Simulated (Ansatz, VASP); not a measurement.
**NaCl in VASP and in Ansatz**

```
CELL_PARAMETERS angstrom
4.72108 0.00000 0.00000
-2.36054 4.08857 0.00000
0.00000 0.00000 5.56948
ATOMIC_POSITIONS crystal
Na 0.33333 0.66667 0.93750
Na 0.66667 0.33333 0.43750
Cl 0.33333 0.66667 0.43750
Cl 0.66667 0.33333 0.93750
```

Alike in both runs: task single point; functional r2SCAN; k mesh 6 × 6 × 4; no spin polarisation.

|  | VASP | Ansatz |
| --- | --- | --- |
| version | VASP 6.6.1 | Ansatz 0.2.0 |
| potentials or method | VASP PAW PBE potentials, release 64 (Na_pv, Cl) | plane waves, PAW |
| plane-wave cutoff (eV) | 520 | 500 |
| occupations | gaussian, width 0.01 eV | fixed |
| valence electrons in the cell | 28 | 32 |

VASP gave:

| Item | Value |
| --- | --- |
| gap on the k mesh at the Fermi level (eV) | 5.47 |

Task: Which values does Ansatz return?

Result: gap on the k mesh at the Fermi level (eV): 5.46.

VASP's potentials were made for PBE, not for r2SCAN. VASP's potentials hold 28 valence electrons a cell and Ansatz's 32, so a difference there can come from the potentials and not from the codes. Ansatz's warnings: structure snapped to symmetry.
